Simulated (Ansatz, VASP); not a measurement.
**MnO: VASP beside Ansatz**

```
Mn O
1.0
     0.00000    2.22391    2.22391
     2.22391    0.00000    2.22391
     2.22391    2.22391    0.00000
Mn O
1 1
Direct
  0.00000 0.00000 0.00000
  0.50000 0.50000 0.50000
```

Alike in both runs: task relaxation of cell and atoms; functional PBE; dispersion D3(BJ); k mesh 10 × 10 × 10; occupations fermi-dirac, width 0.05 eV; collinear spin.

|  | VASP | Ansatz |
| --- | --- | --- |
| version | VASP 6.6.1 | Ansatz 0.2.0 |
| potentials or method | VASP PAW PBE potentials, release 64 (Mn_pv, O) | Ansatz PAW |
| plane-wave cutoff (eV) | 600 | 420 |
| valence electrons in the cell | 19 | 21 |

VASP gave:

| Item | Value |
| --- | --- |
| net moment per atom (μB) | 2.40 |
| size of the moment on the site where the two differ most (μB) | 4.35 |
| relaxed volume (Å³/atom) | 11.04 |
| relaxed cell length with the largest relative difference (Å) | 3.149 |

Task: What did Ansatz give for the same quantities?

Result: net moment per atom (μB): 2.40; size of the moment on the site where the two differ most (μB): 4.07; relaxed volume (Å³/atom): 11.04; relaxed cell length with the largest relative difference (Å): 3.149.

Site moments also hang on the region over which each program counts them. VASP's potentials hold 19 valence electrons a cell and Ansatz's 21, so a difference there can come from the potentials and not from the codes.

Noted on Ansatz's run: the plane-wave basis is chosen anew once the cell has moved, so the energies of steps on either side of that aren't comparable.
